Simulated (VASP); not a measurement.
# AlNi in VASP: notebook

Runs on AlNi. Level: PBE. Tasks: single point.

Everything below comes from runs of VASP 6.6.1. Logs are shortened: lines on timing, memory, paths and dates and some standing lists are left out, and cuts for length are marked.

### 1 The cell of the first run

The typed cell holds 2 atoms: a = 2.730 Å, b = 2.730 Å, c = 4.210 Å, α = 108.91°, β = 108.91°, γ = 60.01°.

### 2 Single point, PBE

INCAR

```
PREC     = Accurate       # precision mode
ENCUT    = 520            # plane-wave cutoff, eV
EDIFF    = 1E-7           # SCF threshold, eV
ISMEAR   = 0              # smearing method
SIGMA    = 0.15           # smearing width, eV
LREAL    = F              # projectors in reciprocal space
LASPH    = T              # aspherical terms in the spheres
NELM     = 100            # most SCF steps
ALGO     = Fast           # electronic algorithm
ISIF     = 2              # what is computed and relaxed
LWAVE    = F              # write WAVECAR
LCHARG   = F              # write CHGCAR
GGA      = PE             # functional
NBANDS   = 14             # bands
```

KPOINTS

```
regular mesh
0
Gamma
  15 15 14
```

POSCAR

```
AlNi
1.0
    2.3639728847     -1.3653627902     -0.0544045529
    2.3639728847      1.3653627902     -0.0544045529
   -1.4855378211      0.0000000000      3.9390445835
Al Ni
1 1
Direct
    0.0000000000      0.0000000000      0.0000000000
    0.5000000000      0.5000000000      0.5000000000
```

Potentials or basis: VASP PAW PBE potentials, release 64 (Al, Ni).

Started as:

```console
cat potpaw_PBE.64/Al/POTCAR potpaw_PBE.64/Ni/POTCAR > POTCAR
mpirun -np 1 vasp_std > vasp.out
```

OUTCAR:

```text
PREC = Accurate
   ENCUT = 520
   EDIFF = 1E-7
   ISMEAR = 0
   LREAL = F
   LASPH = T
   NELM = 100
   ISIF = 2
   GGA = PE

 ion  position               nearest neighbor table
   1  0.000  0.000  0.000-   2 2.51   2 2.51   2 2.51   2 2.51   2 2.51   2 2.51
   2  0.500  0.500  0.500-   1 2.51   1 2.51   1 2.51   1 2.51   1 2.51   1 2.51

  LATTYP: Found a base centered monoclinic cell.
 ALAT       =     4.7291976719
 B/A-ratio  =     0.5774183635
 C/A-ratio  =     0.8901841623
 COS(beta)  =    -0.3743058094

  Lattice vectors:

 A1 = (   2.3639728847,  -1.3653627902,  -0.0544045529)
 A2 = (   2.3639728847,   1.3653627902,  -0.0544045529)
 A3 = (  -1.4855378211,   0.0000000000,   3.9390445835)

Analysis of symmetry for initial positions (statically):
=====================================================================
 Subroutine PRICEL returns:
 Original cell was already a primitive cell.

 Routine SETGRP: Setting up the symmetry group for a
 base centered monoclinic supercell.

 Subroutine GETGRP returns: Found  4 space group operations
 (whereof  4 operations were pure point group operations)
 out of a pool of  4 trial point group operations.

The static configuration has the point symmetry C_2h.

Analysis of symmetry for dynamics (positions and initial velocities):
=====================================================================
 Subroutine PRICEL returns:
 Original cell was already a primitive cell.

 Routine SETGRP: Setting up the symmetry group for a
 base centered monoclinic supercell.

 Subroutine GETGRP returns: Found  4 space group operations
 (whereof  4 operations were pure point group operations)
 out of a pool of  4 trial point group operations.

The dynamic configuration has the point symmetry C_2h.

 Subroutine INISYM returns: Found  4 space group operations
 (whereof  4 operations are pure point group operations),
 and found     1 'primitive' translations

----------------------------------------------------------------------------------------

                                     Primitive cell

  volume of cell :      25.2073

  direct lattice vectors                    reciprocal lattice vectors
     2.363972885 -1.365362790 -0.054404553     0.213360169 -0.366203037  0.080464842
     2.363972885  1.365362790 -0.054404553     0.213360169  0.366203037  0.080464842
    -1.485537821  0.000000000  3.939044583     0.005893695  0.000000000  0.256091366

  length of vectors
     2.730484060  2.730484060  4.209856868     0.431395198  0.431395198  0.256159176

  position of ions in fractional coordinates (direct lattice)
[... 92 lines left out ...]
   EMIN   =  10.00;   EMAX   =-10.00  energy-range for DOS
   EFERMI =   0.00;   METHOD = LEGACY
   ISMEAR =     0;   SIGMA  =   0.15  broadening in eV -4-tet -1-fermi 0-gaus
   EFERMI_NEDOS =   21; number of points for ismear=-14 and -15
   IALGO  =     68    algorithm
   IMIX   =      4    mixing-type and parameters
     AMIX     =   0.40;   BMIX     =  1.00
     AMIX_MAG =   1.60;   BMIX_MAG =  1.00
  volume/ion in A,a.u.               =      12.60        85.05
  Fermi-wavevector in a.u.,A,eV,Ry     =   1.312847  2.480921 23.450552  1.723567
  Thomas-Fermi vector in A             =   2.443211
   LORBIT       =      0    0 simple, 1 ext, 2 COOP (PROOUT), +10 PAW based schemes
   GGA     = PE    functional components
   LHFCALC =     F    Hartree Fock is set to
   AEXX    =    0.0000 exact exchange contribution
   IVDW    =     0    specifies the selected vdW correction
   LEPSILON=     F    determine dielectric tensor
   LRPA    =     F    only Hartree local field effects (RPA)
 non-spin polarized calculation
 RMM-DIIS sequential band-by-band and
 Gauss-broadening in eV      SIGMA  =   0.15
  energy-cutoff  :      520.00
  volume of cell :       25.21
 maximum number of plane-waves:       695
   NGX = 11   NGY = 11   NGZ = 15

 number of electron      12.9999994 magnetization

 Free energy of the ion-electron system (eV)
  ---------------------------------------------------
  ext. energy  EPLUGINS =         0.00000000
  ---------------------------------------------------
  free energy    TOTEN  =       -10.05596995 eV

  energy without entropy =      -10.04624275  energy(sigma->0) =      -10.05110635

 E-fermi :   9.1734     XC(G=0): -11.7936

 val. band max:        9.1673731532   @ k =  -0.1333   0.2667   0.2143
 cond. band min:       9.1764786804   @ k =  -0.4000   0.4667   0.2857
 fundamental gap:      0.0091055272
 Fermi energy:         9.1734087473

 k-point     1 :       0.0000    0.0000    0.0000
  band No.  band energies     occupation
      1      -1.5880      2.00000
      2       5.6334      2.00000
      3       7.4848      2.00000
      4       7.5208      2.00000
      5       7.5215      2.00000
      6       7.8916      2.00000
      7       7.8920      2.00000
      8      11.8354      0.00000
      9      23.5144      0.00000
     10      23.5184      0.00000
     11      23.7101      0.00000
     12      23.7140      0.00000
     13      26.2915      0.00000
     14      28.4674      0.00000
[... 377 lines left out ...]
      1      -0.6471      2.00000
      2       5.7398      2.00000
      3       6.7144      2.00000
      4       7.3091      2.00000
      5       7.7634      2.00000
      6       7.8674      2.00000
      7       8.7814      1.99978
      8      13.1843      0.00000
      9      17.9096      0.00000
     10      19.2044      0.00000
     11      21.6546      0.00000
     12      23.8860      0.00000
     13      25.2520      0.00000
     14      26.8231      0.00000

 [... further k-points ...]

------------------------ aborting loop because EDIFF is reached ----------------------------------------

  FORCE on cell =-STRESS in cart. coord.  units (eV):
  Direction    XX          YY          ZZ          XY          YZ          ZX
  --------------------------------------------------------------------------------------
  -------------------------------------------------------------------------------------
  Total        0.0366447      0.0425898     -0.0046787      0.0000000      0.0000000     -0.0021664
  in kB        2.3291411      2.7070131     -0.2973807      0.0000000      0.0000000     -0.1376978
  external PRESSURE =       1.5795912 kB  Pullay stress =       0.0000000 kB

 VOLUME and BASIS-vectors are now :
 -----------------------------------------------------------------------------
  energy-cutoff  :      520.00
  volume of cell :       25.21
      direct lattice vectors                 reciprocal lattice vectors
     2.363972885 -1.365362790 -0.054404553     0.213360169 -0.366203037  0.080464842
     2.363972885  1.365362790 -0.054404553     0.213360169  0.366203037  0.080464842
    -1.485537821  0.000000000  3.939044583     0.005893695  0.000000000  0.256091366

 POSITION                                       TOTAL-FORCE (eV/Angst)
 -----------------------------------------------------------------------------------
      0.00000      0.00000      0.00000         0.000000     -0.000000      0.000000
      1.62120      0.00000      1.91512        -0.000000      0.000000      0.000000
 -----------------------------------------------------------------------------------
    total drift:                                0.000000      0.000000      0.000000

  FREE ENERGIE OF THE ION-ELECTRON SYSTEM (eV)
  ---------------------------------------------------
  free  energy   TOTEN  =       -10.0559699451 eV

  energy  without entropy=      -10.0462427548  energy(sigma->0) =      -10.05110635
```

stdout:

```text
POSCAR found type information on POSCAR AlNi
 POSCAR found :  2 types and       2 ions
 scaLAPACK will be used
 LDA part: xc-table for (Slater+PW92), standard interpolation
 POSCAR, INCAR and KPOINTS ok, starting setup
 FFT: planning ... GRIDC
 FFT: planning ... GRID_SOFT
 FFT: planning ... GRID
 WAVECAR not read
 entering main loop
WARNING in EDDRMM: call to ZHEGV failed, returncode =   8  4     14
WARNING in EDDRMM: call to ZHEGV failed, returncode =   8  4     14
WARNING in EDDRMM: call to ZHEGV failed, returncode =   8  4     12
```

It took 7.6 min on 1 thread of Intel Xeon 8259CL, shared host; peak memory 0.4 GiB.

Results:

- Free energy: -10.0560 eV
- Pressure: 0.2 GPa
- Band gap on the k mesh: zero (an odd number of electrons rules out a gap without spin polarisation)

Levels at points of the mesh, in eV from the Fermi level:
```
           k point  band 4  band 5  band 6  band 7  band 8  band 9  band 10  band 11
(0.00, 0.00, 0.00)   -1.65   -1.65   -1.28   -1.28    2.66   14.34    14.34    14.54
(0.00, 0.00, 0.50)   -1.66   -1.66   -1.23   -1.23    9.61   13.20    13.20    13.55
```

Spin polarisation is off, so any magnetic state and its effect on volume and gap are missing.

### 3 Single point, PBE

INCAR

```
ALGO = Fast
EDIFF = 1E-6
ENCUT = 520
GGA = PE
ISIF = 2
ISMEAR = 0
LASPH = True
LCHARG = True
LELF = True
LREAL = False
LVHAR = True
LWAVE = False
NBANDS = 14
NELM = 100
PREC = Accurate
SIGMA = 0.1
```

KPOINTS

```
k-points
0
Gamma
  18 18 12
```

POSCAR is that of step 2.

Potentials or basis: VASP PAW PBE potentials, release 64 (Al, Ni).

Started as:

```console
cat potpaw_PBE.64/Al/POTCAR potpaw_PBE.64/Ni/POTCAR > POTCAR
mpirun -np 1 vasp_std > vasp.out
```

OUTCAR:

```text
EDIFF = 1E-6
   ENCUT = 520
   GGA = PE
   ISIF = 2
   ISMEAR = 0
   LASPH = True
   LREAL = False
   NELM = 100
   PREC = Accurate

 ion  position               nearest neighbor table
   1  0.000  0.000  0.000-   2 2.51   2 2.51   2 2.51   2 2.51   2 2.51   2 2.51
   2  0.500  0.500  0.500-   1 2.51   1 2.51   1 2.51   1 2.51   1 2.51   1 2.51

  LATTYP: Found a base centered monoclinic cell.
 ALAT       =     4.7291976719
 B/A-ratio  =     0.5774183635
 C/A-ratio  =     0.8901841623
 COS(beta)  =    -0.3743058094

  Lattice vectors:

 A1 = (   2.3639728847,  -1.3653627902,  -0.0544045529)
 A2 = (   2.3639728847,   1.3653627902,  -0.0544045529)
 A3 = (  -1.4855378211,   0.0000000000,   3.9390445835)

Analysis of symmetry for initial positions (statically):
=====================================================================
 Subroutine PRICEL returns:
 Original cell was already a primitive cell.

 Routine SETGRP: Setting up the symmetry group for a
 base centered monoclinic supercell.

 Subroutine GETGRP returns: Found  4 space group operations
 (whereof  4 operations were pure point group operations)
 out of a pool of  4 trial point group operations.

The static configuration has the point symmetry C_2h.

Analysis of symmetry for dynamics (positions and initial velocities):
=====================================================================
 Subroutine PRICEL returns:
 Original cell was already a primitive cell.

 Routine SETGRP: Setting up the symmetry group for a
 base centered monoclinic supercell.

 Subroutine GETGRP returns: Found  4 space group operations
 (whereof  4 operations were pure point group operations)
 out of a pool of  4 trial point group operations.

The dynamic configuration has the point symmetry C_2h.

 Subroutine INISYM returns: Found  4 space group operations
 (whereof  4 operations are pure point group operations),
 and found     1 'primitive' translations

----------------------------------------------------------------------------------------

                                     Primitive cell
[... 122 lines left out ...]
 non-spin polarized calculation
 RMM-DIIS sequential band-by-band and
 Gauss-broadening in eV      SIGMA  =   0.10
  energy-cutoff  :      520.00
  volume of cell :       25.21
 maximum number of plane-waves:       695
   NGX = 11   NGY = 11   NGZ = 15

 number of electron      12.9999994 magnetization

 Free energy of the ion-electron system (eV)
  ---------------------------------------------------
  ext. energy  EPLUGINS =         0.00000000
  ---------------------------------------------------
  free energy    TOTEN  =       -10.05413706 eV

  energy without entropy =      -10.05026240  energy(sigma->0) =      -10.05219973

 E-fermi :   9.1785     XC(G=0): -11.7936

 val. band max:        9.1777543295   @ k =   0.2222   0.0556   0.0000
 cond. band min:       9.1808782547   @ k =   0.4444   0.3889   0.4167
 fundamental gap:      0.0031239252
 Fermi energy:         9.1785281524

 k-point     1 :       0.0000    0.0000    0.0000
  band No.  band energies     occupation
      1      -1.5887      2.00000
      2       5.6357      2.00000
      3       7.4847      2.00000
      4       7.5248      2.00000
      5       7.5255      2.00000
      6       7.8949      2.00000
      7       7.8955      2.00000
      8      11.8363      0.00000
      9      23.5125      0.00000
     10      23.5165      0.00000
     11      23.7086      0.00000
     12      23.7125      0.00000
     13      26.2906      0.00000
     14      28.4677      0.00000
[... 377 lines left out ...]
      1       0.1432      2.00000
      2       6.1262      2.00000
      3       6.6153      2.00000
      4       7.1280      2.00000
      5       7.6902      2.00000
      6       8.1256      2.00000
      7      10.0545      0.00000
      8      12.7055      0.00000
      9      14.9973      0.00000
     10      18.8355      0.00000
     11      19.7767      0.00000
     12      22.4665      0.00000
     13      23.0137      0.00000
     14      27.9213      0.00000

 [... further k-points ...]

------------------------ aborting loop because EDIFF is reached ----------------------------------------

  FORCE on cell =-STRESS in cart. coord.  units (eV):
  Direction    XX          YY          ZZ          XY          YZ          ZX
  --------------------------------------------------------------------------------------
  -------------------------------------------------------------------------------------
  Total        0.0250221      0.0239223     -0.0038443      0.0000000      0.0000000     -0.0017142
  in kB        1.5904057      1.5205077     -0.2443458      0.0000000      0.0000000     -0.1089567
  external PRESSURE =       0.9555226 kB  Pullay stress =       0.0000000 kB

 VOLUME and BASIS-vectors are now :
 -----------------------------------------------------------------------------
  energy-cutoff  :      520.00
  volume of cell :       25.21
      direct lattice vectors                 reciprocal lattice vectors
     2.363972885 -1.365362790 -0.054404553     0.213360169 -0.366203037  0.080464842
     2.363972885  1.365362790 -0.054404553     0.213360169  0.366203037  0.080464842
    -1.485537821  0.000000000  3.939044583     0.005893695  0.000000000  0.256091366

 POSITION                                       TOTAL-FORCE (eV/Angst)
 -----------------------------------------------------------------------------------
      0.00000      0.00000      0.00000        -0.000000      0.000000      0.000000
      1.62120      0.00000      1.91512         0.000000     -0.000000      0.000000
 -----------------------------------------------------------------------------------
    total drift:                                0.000000      0.000000      0.000000

  FREE ENERGIE OF THE ION-ELECTRON SYSTEM (eV)
  ---------------------------------------------------
  free  energy   TOTEN  =       -10.0541370559 eV

  energy  without entropy=      -10.0502623989  energy(sigma->0) =      -10.05219973
```

It took 7.5 min on 1 thread of Intel Xeon 8259CL, shared host; peak memory 0.47 GiB.

What came out:

```
Free energy            : -10.0541 eV
Pressure               : 0.1 GPa
Band gap on the k mesh : zero (an odd number of electrons rules out a gap without spin polarisation)
```

Levels at points of the mesh, in eV from the Fermi level:
```csv
k point,band 5,band 6,band 7,band 8,band 9,band 10
"(0.00, 0.00, 0.00)",-1.65,-1.28,-1.28,2.66,14.33,14.34
"(0.50, 0.00, 0.00)",-1.63,-0.44,0.39,2.66,5.44,8.06
"(0.50, 0.50, 0.00)",-1.52,-0.44,-0.22,1.08,3.98,7.83
"(0.00, 0.00, 0.50)",-1.66,-1.23,-1.23,9.60,13.19,13.20
"(0.50, 0.00, 0.50)",-1.52,-0.44,-0.22,1.08,3.98,7.84
"(0.50, 0.50, 0.50)",-1.63,-0.44,0.39,2.65,5.44,8.06
```
